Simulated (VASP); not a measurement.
# FeSi16 (a cell with a defect) in VASP: single point with r2SCAN

Aim: the single point of FeSi16 (a cell with a defect) with r2SCAN.

Everything below comes from runs of VASP 6.6.1. Logs are shortened: lines on timing, memory, paths and dates and some standing lists are left out, and cuts for length are marked.

### 1 The cell of the first run

The cell holds a defect, 17 atoms: a = 7.699 Å, b = 7.699 Å, c = 7.699 Å, α = 60.00°, β = 60.00°, γ = 60.00°.

### 2 Single point, r2SCAN, collinear spin, ferromagnetic start

POSCAR reads:

```
FeSi16
1.0
    0.0000000000      5.4437023800     -5.4437023800
    5.4437023800      5.4437023800      0.0000000000
    5.4437023800      0.0000000000     -5.4437023800
Si Fe
16 1
Direct
    0.1368446414      0.1281077567      0.1362441310
    0.1122029563      0.6567154577      0.1116873145
    0.6066936194      0.1180576114      0.1476020260
    0.6233470831      0.6252239308      0.1213598676
    0.1391431690      0.1102808269      0.6204975519
    0.1234347422      0.6224690043      0.6179006061
    0.6296905600      0.1102626408      0.6326414928
    0.6284931213      0.6094639766      0.6271598375
    0.2511236663      0.7582470921      0.2461456205
    0.2360196077      0.2841071007      0.2514357701
    0.7385701347      0.7478053934      0.2554948641
    0.7442423772      0.2540366654      0.2616529892
    0.2562806345      0.7397633483      0.7395869978
    0.2576854688      0.2512400393      0.7477772876
    0.7505053022      0.7390246966      0.7484236308
    0.7472514506      0.2374967274      0.7596650609
   -0.0486847887      0.1457433645     -0.0398687299
```

INCAR.step1 reads:

```
  PREC = Accurate
  ENCUT = 520
  ISMEAR = 0
  SIGMA = 0.02
  LREAL = Auto
  LASPH = True
  NELM = 150
  ISPIN = 2
  MAGMOM = 0 0 0 0 0 0 0 0 0 0 0 0 0 0 0 0 2.72
  LMAXMIX = 4
  NELECT = 71.0
  NBANDS = 54
  GGA = PE
  ALGO = Normal
  EDIFF = 1E-4
  LWAVE = True
  LCHARG = False
```

INCAR.step2 reads:

```
  PREC = Accurate
  ENCUT = 520
  EDIFF = 1E-6
  ISMEAR = 0
  SIGMA = 0.02
  LREAL = Auto
  LASPH = True
  NELM = 150
  ALGO = Normal
  ISIF = 2
  LWAVE = False
  LCHARG = False
  ISPIN = 2
  MAGMOM = 0 0 0 0 0 0 0 0 0 0 0 0 0 0 0 0 2.72
  LORBIT = 11
  LMAXMIX = 4
  METAGGA = R2SCAN
  LMIXTAU = True
  NELECT = 71.0
  NBANDS = 54
  ISTART = 1
```

KPOINTS reads:

```
regular mesh
0
Gamma
  2 2 2
```

Potentials or basis: VASP PAW PBE potentials, release 64 (Si, Fe).

Command:

```bash
$ cat potpaw_PBE.64/Si/POTCAR potpaw_PBE.64/Fe/POTCAR > POTCAR
$ cp INCAR.step1 INCAR
$ mpirun -np 1 vasp_std > vasp.out
$ cp INCAR.step2 INCAR
$ mpirun -np 1 vasp_std > vasp.out
```

OUTCAR:

```text
PREC = Accurate
   ENCUT = 520
   EDIFF = 1E-6
   ISMEAR = 0
   LREAL = Auto
   LASPH = True
   NELM = 150
   ISIF = 2
   ISPIN = 2
   LORBIT = 11
   METAGGA = R2SCAN
   NELECT = 71.0
   ISTART = 1

 ion  position               nearest neighbor table
   1  0.137  0.128  0.136-   9 2.33  17 2.34  10 2.34  14 2.44  12 2.47
   2  0.112  0.657  0.112-  10 2.35  13 2.35  11 2.36   9 2.36  17 3.08
   3  0.607  0.118  0.148-  11 2.33  10 2.35  17 2.37  12 2.44  16 2.44
   4  0.623  0.625  0.121-  12 2.34  11 2.34   9 2.34  15 2.35
   5  0.139  0.110  0.620-  13 2.33  10 2.34  17 2.35  14 2.43  16 2.46
   6  0.123  0.622  0.618-  14 2.34  13 2.34   9 2.34  15 2.34
   7  0.630  0.110  0.633-  15 2.33  12 2.34  16 2.34  14 2.34
   8  0.628  0.609  0.627-  11 2.34  16 2.34  13 2.34  15 2.34
   9  0.251  0.758  0.246-   1 2.33   6 2.34   4 2.34   2 2.36
  10  0.236  0.284  0.251-   1 2.34   5 2.34   2 2.35   3 2.35
  11  0.739  0.748  0.255-   3 2.33   8 2.34   4 2.34   2 2.36
  12  0.744  0.254  0.262-   7 2.34   4 2.34  17 2.35   3 2.44   1 2.47
  13  0.256  0.740  0.740-   5 2.33   6 2.34   8 2.34   2 2.35
  14  0.258  0.251  0.748-   6 2.34   7 2.34  17 2.37   5 2.43   1 2.44
  15  0.751  0.739  0.748-   7 2.33   8 2.34   6 2.34   4 2.35
  16  0.747  0.237  0.760-   7 2.34   8 2.34  17 2.36   3 2.44   5 2.46
  17  0.951  0.146  0.960-   1 2.34  12 2.35   5 2.35  16 2.36   3 2.37  14 2.37   2 3.08

  LATTYP: Found a face centered cubic cell.
 ALAT       =    10.8874047600

  Lattice vectors:

 A1 = (   0.0000000000,   5.4437023800,  -5.4437023800)
 A2 = (   5.4437023800,   5.4437023800,   0.0000000000)
 A3 = (   5.4437023800,   0.0000000000,  -5.4437023800)

Analysis of symmetry for initial positions (statically):
=====================================================================
 Subroutine PRICEL returns:
 Original cell was already a primitive cell.

 Routine SETGRP: Setting up the symmetry group for a
 face centered cubic supercell.

 Subroutine GETGRP returns: Found  1 space group operations
 (whereof  1 operations were pure point group operations)
 out of a pool of 48 trial point group operations.

The static configuration has the point symmetry C_1 .

Analysis of symmetry for dynamics (positions and initial velocities):
=====================================================================
 Subroutine PRICEL returns:
 Original cell was already a primitive cell.

 Routine SETGRP: Setting up the symmetry group for a
 face centered cubic supercell.

 Subroutine GETGRP returns: Found  1 space group operations
 (whereof  1 operations were pure point group operations)
 out of a pool of 48 trial point group operations.

The dynamic configuration has the point symmetry C_1 .

Analysis of structural, dynamic, and magnetic symmetry:
=====================================================================
 Subroutine PRICEL returns:
 Original cell was already a primitive cell.

 Routine SETGRP: Setting up the symmetry group for a
 face centered cubic supercell.

 Subroutine GETGRP returns: Found  1 space group operations
 (whereof  1 operations were pure point group operations)
 out of a pool of 48 trial point group operations.

The overall configuration has the point symmetry C_1 .

 Subroutine INISYM returns: Found  1 space group operations
 (whereof  1 operations are pure point group operations),
 and found     1 'primitive' translations

----------------------------------------------------------------------------------------

                                     Primitive cell

  volume of cell :     322.6362

  direct lattice vectors                    reciprocal lattice vectors
     0.000000000  5.443702380 -5.443702380    -0.091849254  0.091849254 -0.091849254
     5.443702380  5.443702380  0.000000000     0.091849254  0.091849254  0.091849254
     5.443702380  0.000000000 -5.443702380     0.091849254 -0.091849254 -0.091849254

  length of vectors
     7.698557735  7.698557735  7.698557735     0.159087574  0.159087574  0.159087574

  position of ions in fractional coordinates (direct lattice)
     0.136844641  0.128107757  0.136244131
[... 75 lines left out ...]
   total plane-waves  NPLWV = 216000
   dimension x,y,z NGX =    60 NGY =   60 NGZ =   60
   dimension x,y,z NGXF=   120 NGYF=  120 NGZF=  120
   ions per type =              16   1
   NGX,Y,Z   is equivalent  to a cutoff of  12.96, 12.96, 12.96 a.u.
   NGXF,Y,Z  is equivalent  to a cutoff of  25.91, 25.91, 25.91 a.u.
 SYSTEM =  unknown system
   PREC   = accura    normal or accurate (medium, high low for compatibility)
   ISTART =      1    job   : 0-new  1-cont  2-samecut
   ICHARG =      0    charge: 1-file 2-atom 10-const
   ISPIN  =      2    spin polarized calculation?
   LNONCOLLINEAR =      F non collinear calculations
   LSORBIT =      F    spin-orbit coupling
   LASPH  =      T    aspherical Exc in radial PAW
   ENCUT  =  520.0 eV  38.22 Ry    6.18 a.u.  14.31 14.31 14.31*2*pi/ulx,y,z
   NELM   =    150;   NELMIN=  2; NELMDL=  0     # of ELM steps
   EDIFF  = 0.1E-05   stopping-criterion for ELM
   LREAL  =      T    real-space projection
   EDIFFG = 0.1E-04   stopping-criterion for IOM
   NSW    =      0    number of steps for IOM
   IBRION =     -1    ionic relax: 0-MD 1-quasi-New 2-CG
   NFREE  =      0    steps in history (QN), initial steepest desc. (CG)
   ISIF   =      2    stress and relaxation
   ISYM   =      2    0-nonsym 1-usesym 2-fastsym
   POTIM  = 0.5000    time-step for ionic-motion
   TEBEG  =    0.0;   TEEND  =   0.0 temperature during run
   PSTRESS=    0.0 pullay stress
   NELECT =      71.0000    total number of electrons
   NUPDOWN=      -1.0000    fix difference up-down
   EMIN   =  10.00;   EMAX   =-10.00  energy-range for DOS
   EFERMI =   0.00;   METHOD = LEGACY
   ISMEAR =     0;   SIGMA  =   0.02  broadening in eV -4-tet -1-fermi 0-gaus
   EFERMI_NEDOS =   21; number of points for ismear=-14 and -15
   IALGO  =     38    algorithm
   IMIX   =      4    mixing-type and parameters
     AMIX     =   0.40;   BMIX     =  1.00
     AMIX_MAG =   1.60;   BMIX_MAG =  1.00
  volume/ion in A,a.u.               =      18.98       128.07
  Fermi-wavevector in a.u.,A,eV,Ry     =   0.988378  1.867764 13.291420  0.976892
  Thomas-Fermi vector in A             =   2.119901
   LORBIT       =     11    0 simple, 1 ext, 2 COOP (PROOUT), +10 PAW based schemes
   METAGGA = R2SCAN    functional components
   LHFCALC =     F    Hartree Fock is set to
   AEXX    =    0.0000 exact exchange contribution
   IVDW    =     0    specifies the selected vdW correction
   LEPSILON=     F    determine dielectric tensor
   LRPA    =     F    only Hartree local field effects (RPA)
 spin polarized calculation
 Gauss-broadening in eV      SIGMA  =   0.02
  energy-cutoff  :      520.00
  volume of cell :      322.64
 maximum number of plane-waves:      8694
 NGX is ok and might be reduce to    60
   NGX = 29   NGY = 29   NGZ = 29

 number of electron      70.9999999 magnetization       2.9999481

 Free energy of the ion-electron system (eV)
  ---------------------------------------------------
  ext. energy  EPLUGINS =         0.00000000
  ---------------------------------------------------
  free energy    TOTEN  =      -157.77867881 eV

  energy without entropy =     -157.77863789  energy(sigma->0) =     -157.77865835

 E-fermi :   6.3231     XC(G=0): -10.0556

 val. band max:        6.2854781704   @ k =   0.0000   0.0000   0.0000
 cond. band min:       6.3607375785   @ k =   0.0000   0.0000   0.0000
 fundamental gap:      0.0752594081
 Fermi energy:         6.3231078746

 spin component 1

 k-point     1 :       0.0000    0.0000    0.0000
  band No.  band energies     occupation
      1      -6.6399      1.00000
      2      -4.1991      1.00000
      3      -4.1648      1.00000
      4      -4.1439      1.00000
      5      -4.1277      1.00000
      6      -2.4383      1.00000
[... 389 lines left out ...]
     46      10.2398      0.00000
     47      10.4580      0.00000
 Fermi energy:         6.3231078746

 spin component 2

 k-point     1 :       0.0000    0.0000    0.0000
  band No.  band energies     occupation
      1      -6.5859      1.00000
      2      -4.1316      1.00000
      3      -4.1110      1.00000
      4      -4.1040      1.00000
      5      -4.0880      1.00000
      6      -2.3947      1.00000
[... 389 lines left out ...]
     46      10.3544      0.00000
     47      10.5586      0.00000
 [bands above 47 left out]

------------------------ aborting loop because EDIFF is reached ----------------------------------------

  FORCE on cell =-STRESS in cart. coord.  units (eV):
  Direction    XX          YY          ZZ          XY          YZ          ZX
  --------------------------------------------------------------------------------------
  -------------------------------------------------------------------------------------
  Total       -4.7579023     -5.2207550     -5.3424576      1.1123836      0.7624769      0.4677908
  in kB      -23.6272397    -25.9257172    -26.5300794      5.5239793      3.7863797      2.3229998
  external PRESSURE =     -25.3610121 kB  Pullay stress =       0.0000000 kB

 VOLUME and BASIS-vectors are now :
 -----------------------------------------------------------------------------
  energy-cutoff  :      520.00
  volume of cell :      322.64
      direct lattice vectors                 reciprocal lattice vectors
     0.000000000  5.443702380 -5.443702380    -0.091849254  0.091849254 -0.091849254
     5.443702380  5.443702380  0.000000000     0.091849254  0.091849254  0.091849254
     5.443702380  0.000000000 -5.443702380     0.091849254 -0.091849254 -0.091849254

 POSITION                                       TOTAL-FORCE (eV/Angst)
 -----------------------------------------------------------------------------------
      1.43905      1.44232     -1.48661        -0.036728     -0.085298      0.002871
      4.18296      4.18576     -1.21879        -0.043143     -0.074837     -0.083945
      1.44617      3.94533     -4.10616        -0.051387     -0.013339      0.022680
      4.06418      6.79685     -4.05396         0.027162     -0.030610     -0.039363
      3.97814      1.35779     -4.13526        -0.018740     -0.003945      0.069387
      6.75220      4.06048     -4.03561         0.027233      0.008369     -0.064308
[... 9 lines left out ...]
      5.42825      5.36068     -8.20321        -0.027284      0.044631      0.098246
      6.02005      5.97206    -10.40535         0.199942      0.252111      0.264440
 -----------------------------------------------------------------------------------
    total drift:                                0.001568      0.007110      0.002346

  FREE ENERGIE OF THE ION-ELECTRON SYSTEM (eV)
  ---------------------------------------------------
  free  energy   TOTEN  =      -157.7786788084 eV

  energy  without entropy=     -157.7786378853  energy(sigma->0) =     -157.77865835

 total charge

# of ion       s       p       d       tot
------------------------------------------
    1        0.734   0.957   0.000   1.692
    2        0.730   0.967   0.000   1.697
    3        0.732   0.956   0.000   1.689
    4        0.735   0.971   0.000   1.706
    5        0.733   0.957   0.000   1.691
    6        0.735   0.970   0.000   1.705
[... 9 lines left out ...]
   16        0.732   0.955   0.000   1.687
   17        0.418   0.494   6.439   7.352
--------------------------------------------------
tot         12.161  15.873   6.439  34.473

 magnetization (x)

# of ion       s       p       d       tot
------------------------------------------
    1        0.002   0.026   0.000   0.027
    2        0.001  -0.003   0.000  -0.002
    3        0.000   0.021   0.000   0.021
    4       -0.000   0.007   0.000   0.007
    5        0.001   0.025   0.000   0.026
    6       -0.001   0.004   0.000   0.003
[... 9 lines left out ...]
   16        0.003   0.034   0.000   0.036
   17        0.048   0.017   2.294   2.359
--------------------------------------------------
tot          0.060   0.220   2.294   2.574
```

Wall time 21 min (1 thread of Intel Xeon 6975P-C (Granite Rapids), shared host); peak memory 0.79 GiB.

Results:

| Property | Result |
| --- | --- |
| Free energy | -157.7787 eV |
| Largest force | 0.416 eV/Å |
| Net moment | 3.00 μB per cell |
| Site moments | Si +0.03, -0.00, +0.02, +0.01, +0.00, -0.01, +0.04 (each value once); Fe +2.36 μB |
| Valence electrons inside the program's atomic spheres | Si 1.69, 1.70, 1.71, 1.68 (each value once); Fe 7.35 |

Forces on the atoms (eV/Å):
```
Si  -0.037 -0.085  0.003
Si  -0.043 -0.075 -0.084
Si  -0.051 -0.013  0.023
Si   0.027 -0.031 -0.039
Si  -0.019 -0.004  0.069
Si   0.027  0.008 -0.064
Si  -0.028 -0.043 -0.032
Si   0.056  0.023  0.033
Si  -0.019 -0.051 -0.048
Si  -0.134 -0.042 -0.028
Si  -0.016  0.029 -0.037
Si   0.036 -0.028 -0.027
Si   0.064  0.015 -0.025
Si  -0.026  0.026 -0.020
Si  -0.010 -0.026 -0.086
Si  -0.027  0.045  0.098
Fe   0.200  0.252  0.264
```

Caveat: the k points lie up to 0.50 Å⁻¹ apart; the cell carries a net charge on a neutralising background, which shifts energy and pressure; the cell is charged against a uniform background, so pressure and absolute levels hang on convention; the PAW data sets were made with another functional, which shifts forces and pressure a little.
